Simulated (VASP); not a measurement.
## Rh: relaxation of cell and atoms with r2SCAN

The system is Rh.

```
Rh
1.0
     2.45806    0.00000    0.00000
     0.00000    2.45806    0.00000
     0.00000    0.00000    2.45806
Rh
1
Direct
  0.00000 0.00000 0.00000
```

This isn't the form of Rh at room conditions, which is fcc.

```json
{"Program": "VASP 6.6.1", "Task": "relaxation of cell and atoms", "Functional": "r2SCAN", "Potentials or basis": "VASP PAW PBE potentials, release 64 (Rh_pv)", "Cutoff": "550 eV", "k mesh": "13 × 13 × 13", "Occupations": "fermi-dirac, width 0.1 eV", "Spin": "no spin polarisation", "Dipole correction": "no", "Further INCAR settings": "ALGO = Normal; EDIFF = 1e-07; IBRION = 2; EDIFFG = -0.01; NSW = 80; ISIF = 3"}
```

```
Relaxed volume                        : 15.97 Å³/atom
Relaxed cell                          : a = 2.518 Å, b = 2.518 Å, c = 2.518 Å, α = 90.00°, β = 90.00°, γ = 90.00°
Space group after relaxing (to 0.1 Å) : Pm-3m (No. 221)
Energy gained by relaxing             : 56.0 meV/atom
Ionic steps                           : 4
Pressure after relaxing               : -0.1 GPa
Band gap on the k mesh                : zero (an odd number of electrons rules out a gap without spin polarisation)
```

Step by step:
```csv
step,energy change (eV),largest force (eV/Å),pressure (GPa),volume (Å³)
1,0.0000,0.0000,17.37,14.85
2,0.1414,0.0000,-20.62,18.59
3,-0.0559,0.0000,-0.74,16.03
4,-0.0560,0.0000,-0.08,15.97
```

Final structure:
```yaml
crystal:
  lattice:
    - [2.51845, 0.00000, 0.00000]
    - [0.00000, 2.51845, 0.00000]
    - [0.00000, 0.00000, 2.51845]
  atoms:
    - { symbol: Rh, position: [0.00000, 0.00000, 0.00000] }
```

Levels at points of the mesh, in eV from the Fermi level:
| k point | band 4 | band 5 | band 6 | band 7 | band 8 | band 9 | band 10 | band 11 |
| --- | --- | --- | --- | --- | --- | --- | --- | --- |
| (0.00, 0.00, 0.00) | -6.90 | -5.40 | -5.40 | 0.81 | 0.81 | 0.81 | 17.76 | 17.76 |

Wall time 2.3 min on 1 thread of Intel(R) Xeon(R) 6975P-C (Granite Rapids), on a shared host, peak memory 0.14 GiB.

Caveat: the PAW data sets were made with another functional, which shifts forces and pressure a little.
